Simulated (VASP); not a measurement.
Here is a VASP 6.6.1 calculation.

INCAR

```
SYSTEM = MgS
ALGO = Normal
EDIFF = 1E-7
ENCUT = 520
GGA = CA
ISIF = 2
ISMEAR = 0
LASPH = .TRUE.
LCHARG = .FALSE.
LREAL = .FALSE.
LWAVE = .FALSE.
NBANDS = 11
NELM = 100
PREC = Accurate
SIGMA = 0.01
```

KPOINTS

```
k-points
0
G
  8 8 8
  0 0 0
```

File POSCAR:

```
MgS
1.0
    0.0000000000      2.5641824518      2.5513615395
    2.5641824518      0.0000000000      2.5513615395
    2.5641824518      2.5641824518      0.0000000000
Mg S
1 1
Direct
    0.0000000000      0.0000000000      0.0000000000
    0.5000000000      0.5000000000      0.5000000000
```

Potentials or basis: VASP PAW LDA potentials, release 64 (Mg, S).

Run with:

```console
$ cat potpaw_LDA.64/Mg/POTCAR potpaw_LDA.64/S/POTCAR > POTCAR
$ mpirun -np 1 vasp_std > vasp.out
```

(1) Predict the pressure.

(2) Predict the band gap on the k mesh.

Answers

(1) -0.1 GPa.

(2) 2.63 eV, indirect (least direct gap 3.88 eV).

Caveat: the cell differs from its parent crystal (z stretched by -0.5 %, x and y held).
